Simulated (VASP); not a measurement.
# Ta (Fm-3m) in VASP: a series of runs, part 2 of 2

VASP 6.6.1. The steps go on from the part before.

## (3) Relaxation of cell and atoms, PBEsol, target pressure 40 GPa, at which the enthalpy is minimised

INCAR reads:

```
SYSTEM = Ta
  PREC = Accurate
  ENCUT = 500
  EDIFF = 1E-7
  ISMEAR = -1
  SIGMA = 0.05
  LREAL = .False.
  LASPH = .True.
  NELM = 120
  ALGO = Normal
  ISIF = 3
  LWAVE = .False.
  LCHARG = .False.
  GGA = PS
  IBRION = 2
  NSW = 80
  EDIFFG = -0.02
  PSTRESS = 400.0
  GGA_COMPAT = .False.
  NELMIN = 4
```

KPOINTS reads:

```
Automatic mesh
0
Gamma
  17 17 17
  0 0 0
```

POSCAR reads:

```
Ta
1.0
    0.0000000000      2.0800000000      2.0800000000
    2.0800000000      0.0000000000      2.0800000000
    2.0800000000      2.0800000000      0.0000000000
Ta
1
Direct
    0.0000000000      0.0000000000      0.0000000000
```

Potentials or basis: VASP PAW PBE potentials, release 64 (Ta_pv).

Command:

```sh
$ cat potpaw_PBE.64/Ta_pv/POTCAR > POTCAR
$ mpirun -np 1 vasp_std > vasp.out
```

OUTCAR:

```text
SYSTEM = Ta
   PREC = Accurate
   ENCUT = 500
   EDIFF = 1E-7
   ISMEAR = -1
   LREAL = .False.
   LASPH = .True.
   NELM = 120
   ISIF = 3
   GGA = PS
   IBRION = 2
   NSW = 80
   EDIFFG = -0.02
   PSTRESS = 400.0
   NELMIN = 4

 ion  position               nearest neighbor table
   1  0.000  0.000  0.000-

  LATTYP: Found a face centered cubic cell.
 ALAT       =     4.1600000000

  Lattice vectors:

 A1 = (   0.0000000000,   2.0800000000,   2.0800000000)
 A2 = (   2.0800000000,   0.0000000000,   2.0800000000)
 A3 = (   2.0800000000,   2.0800000000,   0.0000000000)

Analysis of symmetry for initial positions (statically):
=====================================================================
 Subroutine PRICEL returns:
 Original cell was already a primitive cell.

 Routine SETGRP: Setting up the symmetry group for a
 face centered cubic supercell.

 Subroutine GETGRP returns: Found 48 space group operations
 (whereof 48 operations were pure point group operations)
 out of a pool of 48 trial point group operations.

The static configuration has the point symmetry O_h .

[... 162 lines left out ...]

  FORCE on cell =-STRESS in cart. coord.  units (eV):
  Direction    XX          YY          ZZ          XY          YZ          ZX
  --------------------------------------------------------------------------------------
  -------------------------------------------------------------------------------------
  Total        0.2827676      0.2827676      0.2827676      0.0000000     -0.0000000      0.0000000
  in kB       25.1721424     25.1721424     25.1721424      0.0000000     -0.0000000      0.0000000
  external PRESSURE =    -374.8278576 kB  Pullay stress =     400.0000000 kB
[... 24 lines left out ...]
--------------------------------------- Ionic step        2  -------------------------------------------

 number of electron      11.0000000 magnetization

 E-fermi :  13.2761     XC(G=0): -16.6393

 val. band max:       13.2616151311   @ k =   0.1765   0.1176   0.0588
 cond. band min:      13.2848672062   @ k =  -0.4118   0.1765   0.0588
 fundamental gap:      0.0232520751
 Fermi energy:        13.2761102204

 k-point     1 :       0.0000    0.0000    0.0000
  band No.  band energies     occupation
      1     -17.7110      2.00000
      2     -17.7110      2.00000
      3     -17.7110      2.00000
      4       3.6969      2.00000
      5      12.0528      2.00000
      6      12.0528      2.00000
      7      12.0528      2.00000
      8      19.5108      0.00000
      9      19.5108      0.00000
[... 386 lines left out ...]
--------------------------------------- Ionic step        5  -------------------------------------------

 number of electron      11.0000000 magnetization

 Free energy of the ion-electron system (eV)
  ---------------------------------------------------
  ext. energy  EPLUGINS =         0.00000000
  ---------------------------------------------------
  free energy    TOTEN  =       -12.01102527 eV

  energy without entropy =      -12.00223917  energy(sigma->0) =      -12.00663222

 E-fermi :   6.9485     XC(G=0): -13.4534

 val. band max:        6.9411132917   @ k =   0.4706   0.0000   0.0000
 cond. band min:       6.9568251920   @ k =  -0.3529   0.1176   0.0000
 fundamental gap:      0.0157119004
 Fermi energy:         6.9484671419

 k-point     1 :       0.0000    0.0000    0.0000
  band No.  band energies     occupation
      1     -25.9737      2.00000
      2     -25.9737      2.00000
      3     -25.9737      2.00000
      4      -1.9399      2.00000
      5       7.2485      0.00495
      6       7.2485      0.00495
      7       7.2485      0.00495
      8      11.0573      0.00000
      9      11.0573      0.00000
[... 308 lines left out ...]
  energy  without entropy=      -12.0022391684  energy(sigma->0) =      -12.00663222

  enthalpy is  TOTEN    =        -8.0938000287 eV   P V=        3.9172252375

 reached required accuracy - stopping structural energy minimisation
```

CONTCAR:

```text
Ta
   1.00000000000000
    -0.0000000000000000    1.9870084458255897    1.9870084458255897
     1.9870084458255897   -0.0000000000000000    1.9870084458255897
     1.9870084458255897    1.9870084458255897    0.0000000000000000
  Ta
     1
Direct
     0.0000000000000000    0.0000000000000000    0.0000000000000000

  0.00000000E+00  0.00000000E+00  0.00000000E+00
```

Wall time 99 s (1 thread of Intel Xeon Platinum 8259CL at 2.50GHz (Skylake/Cascade Lake), shared host); peak memory 0.17 GiB.

What came out:

```yaml
Free_energy: -12.0110 eV
Relaxed_volume: 15.69 Å³/atom
Relaxed_cell: a = 2.810 Å, b = 2.810 Å, c = 2.810 Å, α = 60.00°, β = 60.00°, γ = 60.00°
Space_group_after_relaxing_to_0.1_Å: Fm-3m (No. 225)
Energy_change_on_relaxing_the_run_minimises_the_enthalpy: +279.8 meV/atom
Ionic_steps: 5
Pressure_after_relaxing: 40.0 GPa
Band_gap_on_the_k_mesh: zero (an odd number of electrons rules out a gap without spin polarisation)
```

Step by step:
```csv
step,energy change (eV),largest force (eV/Å),pressure (GPa),volume (Å³)
1,0.0000,0.0000,2.52,18.00
2,8.1548,0.0000,504.33,9.11
3,0.1814,0.0000,30.95,16.14
4,0.2401,0.0000,36.51,15.86
5,0.2798,0.0000,40.03,15.69
```

Final structure:
```
Ta
1.0
     0.00000    1.98701    1.98701
     1.98701    0.00000    1.98701
     1.98701    1.98701    0.00000
Ta
1
Direct
  0.00000 0.00000 0.00000
```

Levels at points of the mesh, in eV from the Fermi level:
```tsv
k point	band 1	band 2	band 3	band 4	band 5	band 6	band 7	band 8	band 9
(0.00, 0.00, 0.00)	-32.92	-32.92	-32.92	-8.89	0.30	0.30	0.30	4.11	4.11
```

Caveat: the cell is relaxed towards a set pressure, so the run minimises the enthalpy, not the energy; the PAW data sets were made with another functional, which shifts forces and pressure a little; spin-orbit coupling is left out, which moves the levels of the heavy elements.

## (4) Relaxation of cell and atoms, PBEsol, target pressure 60 GPa, at which the enthalpy is minimised

INCAR reads:

```
  ALGO = Normal
  EDIFF = 1E-7
  EDIFFG = -0.02
  ENCUT = 500
  GGA = PS
  GGA_COMPAT = F
  IBRION = 2
  ISIF = 3
  ISMEAR = -1
  LASPH = T
  LCHARG = F
  LREAL = F
  LWAVE = F
  NELM = 120
  NELMIN = 4
  NSW = 80
  PREC = Accurate
  PSTRESS = 600.0
  SIGMA = 0.05
```

KPOINTS reads:

```
k-points
0
Gamma
  17 17 17
```

POSCAR is that of step 3.

Command:

```sh
$ cat potpaw_PBE.64/Ta_pv/POTCAR > POTCAR
$ mpirun -np 1 vasp_std > vasp.out
```

Run time: 3.8 min. Hardware: 1 thread of Intel Xeon Platinum 8259CL at 2.50GHz (Skylake/Cascade Lake), shared host; peak memory 0.19 GiB.

Results (log left out):

```yaml
Free_energy: -11.7539 eV
Relaxed_volume: 14.86 Å³/atom
Relaxed_cell: a = 2.760 Å, b = 2.760 Å, c = 2.760 Å, α = 60.00°, β = 60.00°, γ = 60.00°
Space_group_after_relaxing_to_0.1_Å: Fm-3m (No. 225)
Energy_change_on_relaxing_the_run_minimises_the_enthalpy: +536.9 meV/atom
Ionic_steps: 15
Pressure_after_relaxing: 60.2 GPa
Band_gap_on_the_k_mesh: zero (an odd number of electrons rules out a gap without spin polarisation)
```

The path:
| step | energy change (eV) | largest force (eV/Å) | pressure (GPa) | volume (Å³) |
| --- | --- | --- | --- | --- |
| 1 | 0.0000 | 0.0000 | 2.52 | 18.00 |
| 2 | 29.7630 | 0.0000 | 2110.23 | 5.87 |
| 3 | 0.2933 | 0.0000 | 41.19 | 15.64 |
| 4 | 0.3796 | 0.0000 | 48.29 | 15.33 |
| 5 | 0.5381 | 0.0000 | 60.26 | 14.86 |
| 6 | 0.5163 | 0.0000 | 58.67 | 14.92 |
| 7 | 0.5179 | 0.0000 | 58.79 | 14.91 |
| 8 | 0.5226 | 0.0000 | 59.13 | 14.90 |
| 9 | 0.5227 | 0.0000 | 59.13 | 14.90 |
| 10 | 0.5229 | 0.0000 | 59.15 | 14.90 |
| 11 | 0.5234 | 0.0000 | 59.18 | 14.90 |
| 12 | 0.5243 | 0.0000 | 59.25 | 14.90 |
| 13 | 0.5261 | 0.0000 | 59.38 | 14.89 |
| 14 | 0.5297 | 0.0000 | 59.64 | 14.88 |
| 15 | 0.5369 | 0.0000 | 60.17 | 14.86 |

Final structure:
```
CELL_PARAMETERS angstrom
0.00000 1.95140 1.95140
1.95140 0.00000 1.95140
1.95140 1.95140 0.00000
ATOMIC_POSITIONS crystal
Ta 0.00000 0.00000 0.00000
```

Levels at points of the mesh, in eV from the Fermi level:
```tsv
k point	band 2	band 3	band 4	band 5	band 6	band 7	band 8	band 9
(0.00, 0.00, 0.00)	-32.74	-32.74	-9.11	0.22	0.22	0.22	4.31	4.31
```

Caveat: the cell is relaxed towards a set pressure, so the run minimises the enthalpy, not the energy; the volume moved by over 15 % at a fixed basis, so the end points are rough; the PAW data sets were made with another functional, which shifts forces and pressure a little; spin-orbit coupling is left out, which moves the levels of the heavy elements.

## (5) The runs side by side

```tsv
cell	gap on the mesh (eV)	pressure (GPa)
relaxed to 20 GPa	none	20.1
relaxed to 40 GPa	none	40.0
relaxed to 60 GPa	none	60.2
```

Alike in all rows: task relaxation of cell and atoms; level PBEsol; potentials or basis VASP PAW PBE potentials, release 64 (Ta_pv); no spin polarisation; k mesh 17 × 17 × 17; cutoff (eV) 500; smearing fermi-dirac 0.05 eV.

Caveats: the cell is relaxed towards a set pressure, so the run minimises the enthalpy, not the energy; the PAW data sets were made with another functional, which shifts forces and pressure a little; spin-orbit coupling is left out, which moves the levels of the heavy elements; the volume moved by over 15 % at a fixed basis, so the end points are rough (at least some runs).

Total energies depend on the potentials used, so only differences within one code and one set of settings carry meaning.
